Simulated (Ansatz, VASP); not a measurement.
## Two plane-wave programs on AgCl

```xyz
2
Lattice="0.0000 2.9932 2.9932 2.9932 0.0000 2.9932 2.9932 2.9932 0.0000" Properties=species:S:1:pos:R:3 pbc="T T T"
Ag    0.0000    0.0000    0.0000
Cl    1.4966    1.4966    1.4966
```

Alike in both runs: task single point; functional PBE-based screened hybrid with a share of 0.1 of exact exchange and HFSCREEN = 0.2078; k mesh 4 × 4 × 4; no spin polarisation.

```csv
,VASP,Ansatz
version,VASP 6.6.1,Ansatz 0.2.0
potentials or method,"VASP PAW PBE potentials, release 64 (Ag, Cl)",plane waves
plane-wave cutoff (eV),520,420
occupations,"gaussian, width 0.01 eV",fixed
valence electrons in the cell,18,26
```

Ansatz gave:

```
gap on the k mesh at the Fermi level (eV) : 1.83
pressure (GPa)                            : 1.2
```

Question: Which values does VASP return?

Answer: gap on the k mesh at the Fermi level (eV): 1.82; pressure (GPa): 1.1.

VASP's potentials were made for PBE, not for PBE-based screened hybrid. VASP's potentials hold 18 valence electrons a cell and Ansatz's 26, so a difference there can come from the potentials and not from the codes. Ansatz's warnings: stress exchange threshold loose, stress scf threshold loose.

The k mesh is coarse, so the values compare programs but aren't converged.
